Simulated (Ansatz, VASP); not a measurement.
One calculation of Nb16N, two programs

```
CELL_PARAMETERS angstrom
6.60000 0.00000 0.00000
0.00000 6.60000 0.00000
0.00000 0.00000 6.60000
ATOMIC_POSITIONS crystal
Nb 0.99958 0.00735 0.00281
Nb 0.49959 0.00731 0.99455
Nb 0.99958 0.50725 0.04559
Nb 0.99958 0.00729 0.49855
Nb 0.25980 0.24710 0.25068
Nb 0.49960 0.50730 0.00279
Nb 0.49958 0.00730 0.50678
Nb 0.73937 0.24707 0.25068
Nb 0.99959 0.50727 0.45578
Nb 0.25975 0.76747 0.25068
Nb 0.24292 0.26400 0.75064
Nb 0.49958 0.50729 0.49854
Nb 0.73942 0.76749 0.25068
Nb 0.75624 0.26398 0.75063
Nb 0.24289 0.75067 0.75072
Nb 0.75625 0.75064 0.75071
N 0.99960 0.50745 0.75069
```

Alike in both runs: functional PBE; k mesh 2 × 2 × 2; occupations fermi-dirac, width 0.1 eV; no spin polarisation.

Ansatz relaxed the structure, and its values are those at the end. VASP's run is a single point on that final structure, the one shown.

|  | VASP | Ansatz |
| --- | --- | --- |
| version | VASP 6.6.1 | Ansatz 0.2.0 |
| potentials or method | VASP PAW PBE potentials, release 64 (Nb_sv, N), cutoff 520 eV | scalar-relativistic, plane waves, PAW |
| valence electrons in the cell | 213 | 213 |

```tsv
	VASP	Ansatz	Ansatz less VASP
rms of the force components (eV/Å)	0.009	0.003	-0.0056
```

The k mesh is coarse, so the values compare programs but aren't converged.
